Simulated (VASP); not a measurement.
Write the native input for VASP 6.6.1 that does the following.

```yaml
Task: single point
Functional: PBE
Potentials_or_basis: VASP PAW PBE potentials, release 64 (Ta_pv, Ga_d)
Cutoff: 520 eV
k_mesh: 6 × 6 × 4
Occupations: gaussian, width 0.1 eV
Spin: no spin polarisation
Dipole_correction: no
Further_INCAR_settings: ALGO = Fast; EDIFF = 1e-06; NBANDS = 36
```

The structure of Ta4Ga lies in POSCAR:

```
Ta4Ga
1.0
    3.9084578600      0.0000000000      0.0000000000
   -1.9542289300      3.3848238000      0.0000000000
    0.0000000000      0.0000000000      7.0017864000
Ta Ga
4 1
Direct
    0.3333333300      0.6666666700      0.5000000000
    0.0000000000      0.0000000000      0.2852307200
    0.0000000000      0.0000000000      0.7147692800
    0.6666666700      0.3333333300      0.5000000000
    0.0000000000      0.0000000000      0.0000000000
```

The cell was generated, and may not be a known phase.

The input as run:

INCAR

```
SYSTEM = Ta4Ga
  PREC = Accurate
  ENCUT = 520
  EDIFF = 1E-6
  ISMEAR = 0
  SIGMA = 0.1
  LREAL = .False.
  LASPH = .True.
  NELM = 80
  ALGO = Fast
  ISIF = 2
  LWAVE = .False.
  LCHARG = .False.
  GGA = PE
  NBANDS = 36
```

KPOINTS

```
Automatic mesh
0
Gamma
  6 6 4
  0 0 0
```

Potentials or basis: VASP PAW PBE potentials, release 64 (Ta_pv, Ga_d).

Command:

```sh
$ cat potpaw_PBE.64/Ta_pv/POTCAR potpaw_PBE.64/Ga_d/POTCAR > POTCAR
$ mpirun -np 1 vasp_std > vasp.out
```

Results of the run:

```
Pressure               : 77.6 GPa
Largest force          : 7.498 eV/Å
Band gap on the k mesh : zero (an odd number of electrons rules out a gap without spin polarisation)
```

Caveat: the stress differs along the axes, from 56 to 120 GPa; spin-orbit coupling is left out, which moves the levels of the heavy elements; forces of over 1 eV/Å act on the atoms, so gaps and moduli don't describe the material at rest.

It took 76 s on 1 thread of Intel(R) Xeon(R) 6975P-C (Granite Rapids), with other jobs on the host, peak memory 0.24 GiB.
